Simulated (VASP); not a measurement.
Input of a VASP 6.6.1 run:

INCAR

```
  ALGO = Normal
  EDIFF = 1E-6
  ENCUT = 600
  GGA = RP
  GGA_COMPAT = F
  ISIF = 2
  ISMEAR = 0
  IVDW = 12
  LASPH = T
  LCHARG = F
  LREAL = F
  LWAVE = F
  NBANDS = 25
  NELM = 120
  PREC = Accurate
  SIGMA = 0.05
```

File KPOINTS:

```
k-points
0
Gamma
  10 10 5
```

POSCAR

```
CuO
1.0
    2.3418500000     -1.7113000000      0.0000000000
    2.3418500000      1.7113000000      0.0000000000
   -0.8500274268      0.0000000000      5.0578693947
Cu O
2 2
Direct
    0.5000000000      0.0000000000      0.5000000000
    0.0000000000      0.5000000000      0.0000000000
    0.4184000000      0.5816000000      0.7500000000
    0.5816000000      0.4184000000      0.2500000000
```

Potentials or basis: VASP PAW PBE potentials, release 64 (Cu, O).

Launch:

```bash
$ cat potpaw_PBE.64/Cu/POTCAR potpaw_PBE.64/O/POTCAR > POTCAR
$ mpirun -np 1 vasp_std > vasp.out
```

(1) Estimate the dispersion energy per atom.

(2) What does it give for the pressure?

(3) Predict the band gap on the k mesh.

## Answers

(1) -1.158 eV.

(2) -11.2 GPa.

(3) zero (band 17 reaches 6.17 eV, above the bottom of band 18 at 5.56 eV).

Caveat: the PAW data sets were made with another functional, which shifts forces and pressure a little; semilocal functionals often make such compounds metallic where correlation or magnetic order opens a gap, which also shifts bond lengths; pairwise dispersion overbinds metals, which lowers pressure and volume.
